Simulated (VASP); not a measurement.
# BN in VASP: notebook

BN is run at these levels: PBE; tasks: single point.

All numbers are computed with VASP 6.6.1; they aren't measurements. Logs are shortened: lines on timing, memory, paths and dates and some standing lists are left out, and cuts for length are marked.

## 1. The cell of the first run

The structure is trigonal, space group R-3m (No. 166). Conventional cell: a = 2.469 Å, b = 2.469 Å, c = 6.229 Å, α = 90.00°, β = 90.00°, γ = 120.00°. B (site symmetry -3m) has 6 N at 1.76 Å within 2.3 Å. N (site symmetry -3m) has 6 B at 1.76 Å within 2.3 Å.

## 2. Single point, PBE (strain along [111] +3.0%)

Contents of INCAR:

```
  PREC = Accurate
  ENCUT = 520
  EDIFF = 1E-6
  ISMEAR = 0
  SIGMA = 0.01
  LREAL = False
  LASPH = True
  NELM = 80
  ALGO = Normal
  ISIF = 2
  LWAVE = False
  LCHARG = True
  GGA = PE
  LELF = True
  LVHAR = True
  NBANDS = 11
```

Contents of KPOINTS:

```
regular mesh
0
Gamma
  8 8 8
```

Contents of POSCAR:

```
BN
1.0
    0.0349165187      1.7807424537      1.7807424537
    1.7807424537      0.0349165187      1.7807424537
    1.7807424537      1.7807424537      0.0349165187
B N
1 1
Direct
    0.0000000000      0.0000000000      0.0000000000
    0.5000000000      0.5000000000      0.5000000000
```

Potentials or basis: VASP PAW PBE potentials, release 64 (B, N).

The run is started by

```bash
$ cat potpaw_PBE.64/B/POTCAR potpaw_PBE.64/N/POTCAR > POTCAR
$ mpirun -np 1 vasp_std > vasp.out
```

OUTCAR:

```text
PREC = Accurate
   ENCUT = 520
   EDIFF = 1E-6
   ISMEAR = 0
   LREAL = False
   LASPH = True
   NELM = 80
   ISIF = 2
   GGA = PE

 ion  position               nearest neighbor table
   1  0.000  0.000  0.000-   2 1.76   2 1.76   2 1.76   2 1.76   2 1.76   2 1.76
   2  0.500  0.500  0.500-   1 1.76   1 1.76   1 1.76   1 1.76   1 1.76   1 1.76

  LATTYP: Found a trigonal (rhomboedric) cell.
 ALAT       =     2.5185921734
 COS(alpha) =     0.5195079762

  Lattice vectors:

 A1 = (   0.0349165187,   1.7807424537,   1.7807424537)
 A2 = (   1.7807424537,   0.0349165187,   1.7807424537)
 A3 = (   1.7807424537,   1.7807424537,   0.0349165187)

Analysis of symmetry for initial positions (statically):
=====================================================================
 Subroutine PRICEL returns:
 Original cell was already a primitive cell.

 Routine SETGRP: Setting up the symmetry group for a
 trigonal (rhombohedral) supercell.

 Subroutine GETGRP returns: Found 12 space group operations
 (whereof 12 operations were pure point group operations)
 out of a pool of 12 trial point group operations.

The static configuration has the point symmetry D_3d.

Analysis of symmetry for dynamics (positions and initial velocities):
=====================================================================
 Subroutine PRICEL returns:
 Original cell was already a primitive cell.

 Routine SETGRP: Setting up the symmetry group for a
 trigonal (rhombohedral) supercell.

 Subroutine GETGRP returns: Found 12 space group operations
 (whereof 12 operations were pure point group operations)
 out of a pool of 12 trial point group operations.

The dynamic configuration has the point symmetry D_3d.

 Subroutine INISYM returns: Found 12 space group operations
 (whereof 12 operations are pure point group operations),
 and found     1 'primitive' translations

----------------------------------------------------------------------------------------

                                     Primitive cell

  volume of cell :      10.9615

  direct lattice vectors                    reciprocal lattice vectors
     0.034916519  1.780742454  1.780742454    -0.289177952  0.283616838  0.283616838
     1.780742454  0.034916519  1.780742454     0.283616838 -0.289177952  0.283616838
     1.780742454  1.780742454  0.034916519     0.283616838  0.283616838 -0.289177952

  length of vectors
     2.518592173  2.518592173  2.518592173     0.494470332  0.494470332  0.494470332

  position of ions in fractional coordinates (direct lattice)
     0.000000000  0.000000000  0.000000000
     0.500000000  0.500000000  0.500000000

  ion indices of the primitive-cell ions
   primitive index   ion index
                 1           1
                 2           2

----------------------------------------------------------------------------------------

 KPOINTS: regular mesh

Automatic generation of k-mesh.
 Grid dimensions read from file:
 generate k-points for:    8    8    8

 Generating k-lattice:

  Cartesian coordinates                     Fractional coordinates (reciprocal lattice)
    -0.036147244  0.035452105  0.035452105     0.125000000 -0.000000000 -0.000000000
     0.035452105 -0.036147244  0.035452105    -0.000000000  0.125000000 -0.000000000
     0.035452105  0.035452105 -0.036147244    -0.000000000 -0.000000000  0.125000000

  Length of vectors
     0.061808792  0.061808792  0.061808792

  Shift w.r.t. Gamma in fractional coordinates (k-lattice)
     0.000000000  0.000000000  0.000000000

 Subroutine IBZKPT returns following result:
 ===========================================

 Found     65 irreducible k-points:

 Following reciprocal coordinates:
            Coordinates               Weight
  0.000000  0.000000  0.000000      1.000000
  0.125000  0.000000 -0.000000      6.000000
  0.250000  0.000000 -0.000000      6.000000
  0.375000  0.000000 -0.000000      6.000000
  0.500000  0.000000 -0.000000      3.000000
  0.125000  0.125000 -0.000000      6.000000
[... 16 lines left out ...]
  0.250000  0.125000  0.125000      6.000000
  0.375000  0.125000  0.125000      6.000000
 [... further k-points ...]
   k-points           NKPTS =     65   k-points in BZ     NKDIM =     65   number of bands    NBANDS=     11
   number of dos      NEDOS =    301   number of ions     NIONS =      2
   total plane-waves  NPLWV =   8000
   dimension x,y,z NGX =    20 NGY =   20 NGZ =   20
   dimension x,y,z NGXF=    40 NGYF=   40 NGZF=   40
   ions per type =               1   1
   NGX,Y,Z   is equivalent  to a cutoff of  13.20, 13.20, 13.20 a.u.
   NGXF,Y,Z  is equivalent  to a cutoff of  26.40, 26.40, 26.40 a.u.
 SYSTEM =  unknown system
   PREC   = accura    normal or accurate (medium, high low for compatibility)
   ISTART =      0    job   : 0-new  1-cont  2-samecut
   ICHARG =      2    charge: 1-file 2-atom 10-const
   ISPIN  =      1    spin polarized calculation?
   LNONCOLLINEAR =      F non collinear calculations
   LSORBIT =      F    spin-orbit coupling
   LASPH  =      T    aspherical Exc in radial PAW
   ENCUT  =  520.0 eV  38.22 Ry    6.18 a.u.   4.68  4.68  4.68*2*pi/ulx,y,z
   NELM   =     80;   NELMIN=  2; NELMDL= -5     # of ELM steps
   EDIFF  = 0.1E-05   stopping-criterion for ELM
   LREAL  =      F    real-space projection
   EDIFFG = 0.1E-04   stopping-criterion for IOM
   NSW    =      0    number of steps for IOM
   IBRION =     -1    ionic relax: 0-MD 1-quasi-New 2-CG
   NFREE  =      0    steps in history (QN), initial steepest desc. (CG)
   ISIF   =      2    stress and relaxation
   ISYM   =      2    0-nonsym 1-usesym 2-fastsym
   POTIM  = 0.5000    time-step for ionic-motion
   TEBEG  =    0.0;   TEEND  =   0.0 temperature during run
   PSTRESS=    0.0 pullay stress
   NELECT =       8.0000    total number of electrons
   NUPDOWN=      -1.0000    fix difference up-down
   EMIN   =  10.00;   EMAX   =-10.00  energy-range for DOS
   EFERMI =   0.00;   METHOD = LEGACY
   ISMEAR =     0;   SIGMA  =   0.01  broadening in eV -4-tet -1-fermi 0-gaus
   EFERMI_NEDOS =   21; number of points for ismear=-14 and -15
   IALGO  =     38    algorithm
   IMIX   =      4    mixing-type and parameters
     AMIX     =   0.40;   BMIX     =  1.00
     AMIX_MAG =   1.60;   BMIX_MAG =  1.00
  volume/ion in A,a.u.               =       5.48        36.99
  Fermi-wavevector in a.u.,A,eV,Ry     =   1.473946  2.785353 29.558873  2.172516
  Thomas-Fermi vector in A             =   2.588777
   LORBIT       =      0    0 simple, 1 ext, 2 COOP (PROOUT), +10 PAW based schemes
   GGA     = PE    functional components
   LHFCALC =     F    Hartree Fock is set to
   AEXX    =    0.0000 exact exchange contribution
   IVDW    =     0    specifies the selected vdW correction
   LEPSILON=     F    determine dielectric tensor
   LRPA    =     F    only Hartree local field effects (RPA)
 non-spin polarized calculation
 Gauss-broadening in eV      SIGMA  =   0.01
  energy-cutoff  :      520.00
  volume of cell :       10.96
 maximum number of plane-waves:       304
   NGX =  9   NGY =  9   NGZ =  9

 number of electron       8.0000000 magnetization

 Free energy of the ion-electron system (eV)
  ---------------------------------------------------
  ext. energy  EPLUGINS =         0.00000000
  ---------------------------------------------------
  free energy    TOTEN  =       -13.91410186 eV

  energy without entropy =      -13.91410186  energy(sigma->0) =      -13.91410186

 E-fermi :  10.2234     XC(G=0): -13.6134

 val. band max:       10.1069136253   @ k =   0.3750   0.2500   0.2500
 cond. band min:      10.9967866144   @ k =   0.5000   0.5000  -0.0000
 fundamental gap:      0.8898729892
 Fermi energy:        10.2234361734

 k-point     1 :       0.0000    0.0000    0.0000
  band No.  band energies     occupation
      1     -12.1182      2.00000
      2       8.6567      2.00000
      3       9.3637      2.00000
      4       9.3637      2.00000
      5      18.5299      0.00000
      6      21.7164      0.00000
      7      21.7164      0.00000
      8      21.9198      0.00000
      9      27.6703      0.00000
     10      28.8381      0.00000
     11      28.8381      0.00000

 k-point     2 :       0.1250    0.0000   -0.0000
  band No.  band energies     occupation
      1     -11.6823      2.00000
      2       7.5195      2.00000
      3       8.7483      2.00000
      4       9.3141      2.00000
      5      18.8445      0.00000
      6      20.4044      0.00000
      7      20.4996      0.00000
      8      21.5758      0.00000
      9      27.6095      0.00000
     10      28.8563      0.00000
     11      29.9455      0.00000

 k-point     3 :       0.2500    0.0000   -0.0000
  band No.  band energies     occupation
      1     -10.4040      2.00000
      2       3.8254      2.00000
      3       8.7817      2.00000
      4       9.2679      2.00000
      5      17.7295      0.00000
      6      17.9526      0.00000
      7      18.3028      0.00000
      8      22.2124      0.00000
      9      28.1064      0.00000
     10      31.7969      0.00000
     11      32.9800      0.00000

 k-point     4 :       0.3750    0.0000   -0.0000
  band No.  band energies     occupation
      1      -8.4506      2.00000
      2      -0.0466      2.00000
      3       8.9924      2.00000
      4       9.3503      2.00000
      5      15.6501      0.00000
      6      15.9362      0.00000
      7      17.2280      0.00000
      8      22.9024      0.00000
      9      30.3841      0.00000
     10      36.2188      0.00000
     11      37.5236      0.00000

 k-point     5 :       0.5000    0.0000   -0.0000
  band No.  band energies     occupation
      1      -6.9750      2.00000
      2      -2.2226      2.00000
      3       9.1522      2.00000
      4       9.4382      2.00000
      5      14.7913      0.00000
      6      15.1472      0.00000
      7      16.8511      0.00000
      8      23.1187      0.00000
      9      32.3095      0.00000
     10      37.7144      0.00000
     11      40.7804      0.00000
[... 211 lines left out ...]
 k-point    21 :       0.5000    0.5000   -0.0000
  band No.  band energies     occupation
      1      -4.3660      2.00000
      2      -1.5717      2.00000
      3       4.2299      2.00000
      4       4.8036      2.00000
      5      10.9968      0.00000
      6      18.8871      0.00000
      7      24.1492      0.00000
      8      24.2646      0.00000
      9      25.8173      0.00000
     10      42.1485      0.00000
     11      44.8109      0.00000

 k-point    22 :       0.1250    0.1250    0.1250
  band No.  band energies     occupation
      1     -11.7068      2.00000
      2       6.8693      2.00000
      3       9.3515      2.00000
      4       9.3515      2.00000
      5      19.1390      0.00000
      6      20.4984      0.00000
      7      20.4984      0.00000
      8      21.6052      0.00000
      9      27.3200      0.00000
     10      29.8343      0.00000
     11      29.8343      0.00000

 k-point    23 :       0.2500    0.1250    0.1250
  band No.  band energies     occupation
      1     -11.0032      2.00000
      2       5.7734      2.00000
      3       7.2264      2.00000
      4      10.0266      2.00000
      5      17.9875      0.00000
      6      18.8884      0.00000
      7      20.7164      0.00000
      8      21.6998      0.00000
      9      27.1100      0.00000
     10      30.3149      0.00000
     11      33.0074      0.00000

 k-point    24 :       0.3750    0.1250    0.1250
  band No.  band energies     occupation
      1      -9.4879      2.00000
      2       2.8031      2.00000
      3       6.0117      2.00000
      4      10.0246      2.00000
      5      16.1332      0.00000
      6      17.3151      0.00000
      7      19.7663      0.00000
      8      22.7605      0.00000
      9      28.5227      0.00000
     10      32.9357      0.00000
     11      36.7755      0.00000

 [... further k-points ...]

------------------------ aborting loop because EDIFF is reached ----------------------------------------

  FORCE on cell =-STRESS in cart. coord.  units (eV):
  Direction    XX          YY          ZZ          XY          YZ          ZX
  --------------------------------------------------------------------------------------
  -------------------------------------------------------------------------------------
  Total       -0.4822997     -0.4822997     -0.4822997     -0.8231212     -0.8231212     -0.8231212
  in kB      -70.4948673    -70.4948673    -70.4948673   -120.3107267   -120.3107267   -120.3107267
  external PRESSURE =     -70.4948673 kB  Pullay stress =       0.0000000 kB

 VOLUME and BASIS-vectors are now :
 -----------------------------------------------------------------------------
  energy-cutoff  :      520.00
  volume of cell :       10.96
      direct lattice vectors                 reciprocal lattice vectors
     0.034916519  1.780742454  1.780742454    -0.289177952  0.283616838  0.283616838
     1.780742454  0.034916519  1.780742454     0.283616838 -0.289177952  0.283616838
     1.780742454  1.780742454  0.034916519     0.283616838  0.283616838 -0.289177952

 POSITION                                       TOTAL-FORCE (eV/Angst)
 -----------------------------------------------------------------------------------
      0.00000      0.00000      0.00000         0.000000     -0.000000      0.000000
      1.79820      1.79820      1.79820        -0.000000      0.000000     -0.000000
 -----------------------------------------------------------------------------------
    total drift:                                0.000000      0.000000      0.000000

  FREE ENERGIE OF THE ION-ELECTRON SYSTEM (eV)
  ---------------------------------------------------
  free  energy   TOTEN  =       -13.9141018610 eV

  energy  without entropy=      -13.9141018610  energy(sigma->0) =      -13.91410186
```

Wall time 16 s (1 thread of AMD EPYC 7R13, shared host); peak memory 0.09 GiB.

Results:

```
Free energy            : -13.9141 eV
Pressure               : -7.0 GPa
Band gap on the k mesh : 0.89 eV (least direct gap 5.35 eV)
```

Levels at points of the mesh, in eV from the valence-band top:
```
           k point  band 1  band 2  band 3  band 4  band 5  band 6  band 7  band 8
(0.00, 0.00, 0.00)  -22.23   -1.45   -0.74   -0.74    8.42   11.61   11.61   11.81
(0.50, 0.00, 0.00)  -17.08  -12.33   -0.95   -0.67    4.68    5.04    6.74   13.01
(0.50, 0.50, 0.00)  -14.47  -11.68   -5.88   -5.30    0.89    8.78   14.04   14.16
(0.50, 0.50, 0.50)  -17.41  -12.70   -0.46   -0.46    5.39    5.39    7.43   13.29
```

Caveat: the cell differs from its parent crystal (strain along [111] +3.0%); the cell stands under tension. A k mesh can miss the band edges.

## 3. Single point, PBE (shear xy strain -2.5%)

Contents of INCAR:

```
SYSTEM = BN
PREC     = Accurate       ! precision mode
ENCUT    = 520            ! plane-wave cutoff, eV
EDIFF    = 1E-6           ! SCF threshold, eV
ISMEAR   = 0              ! smearing method
SIGMA    = 0.01           ! smearing width, eV
LREAL    = .FALSE.        ! projectors in reciprocal space
LASPH    = .TRUE.         ! aspherical terms in the spheres
NELM     = 100            ! most SCF steps
ALGO     = Normal         ! electronic algorithm
ISIF     = 2              ! what is computed and relaxed
LWAVE    = .FALSE.        ! write WAVECAR
LCHARG   = .TRUE.         ! write CHGCAR
GGA      = PE             ! functional
LELF     = .TRUE.         ! ELF
LVHAR    = .TRUE.       
NBANDS   = 11             ! bands
```

Contents of KPOINTS:

```
Automatic mesh
0
G
  8 8 8
  0 0 0
```

Contents of POSCAR:

```
BN
1.0
   -0.0218228242      1.7458259350      1.7458259350
    1.7458259350     -0.0218228242      1.7458259350
    1.7240031108      1.7240031108      0.0000000000
B N
1 1
Direct
    0.0000000000      0.0000000000      0.0000000000
    0.5000000000      0.5000000000      0.5000000000
```

Potentials or basis: VASP PAW PBE potentials, release 64 (B, N).

The run is started by

```bash
$ cat potpaw_PBE.64/B/POTCAR potpaw_PBE.64/N/POTCAR > POTCAR
$ mpirun -np 1 vasp_std > vasp.out
```

Run time: 20 s. Hardware: 1 thread of AMD EPYC 7R13, shared host; peak memory 0.09 GiB.

It converged, with:

* Free energy: -13.9282 eV
* Pressure: 4.0 GPa
* Band gap on the k mesh: 1.09 eV (least direct gap 5.63 eV)

Stress tensor (GPa, compression positive):
```
 4.19 15.77  0.00
15.77  4.19  0.00
 0.00  0.00  3.63
```

Levels at points of the mesh, in eV from the valence-band top:
```tsv
k point	band 1	band 2	band 3	band 4	band 5	band 6	band 7	band 8
(0.00, 0.00, 0.00)	-22.63	-1.29	-1.00	-0.69	9.07	11.89	11.97	12.07
(0.50, 0.00, 0.00)	-17.54	-12.83	-0.73	-0.54	5.13	5.36	7.42	13.70
(0.50, 0.50, 0.00)	-14.60	-12.02	-6.13	-5.38	1.09	8.77	14.45	14.64
(0.00, 0.00, 0.50)	-17.32	-12.59	-0.95	-0.78	4.85	5.00	6.94	13.51
(0.50, 0.00, 0.50)	-14.59	-12.02	-5.76	-5.75	1.14	8.71	14.48	14.54
```

Caveat: the cell differs from its parent crystal (shear xy strain -2.5%); the cell stands under pressure. A k mesh can miss the band edges.
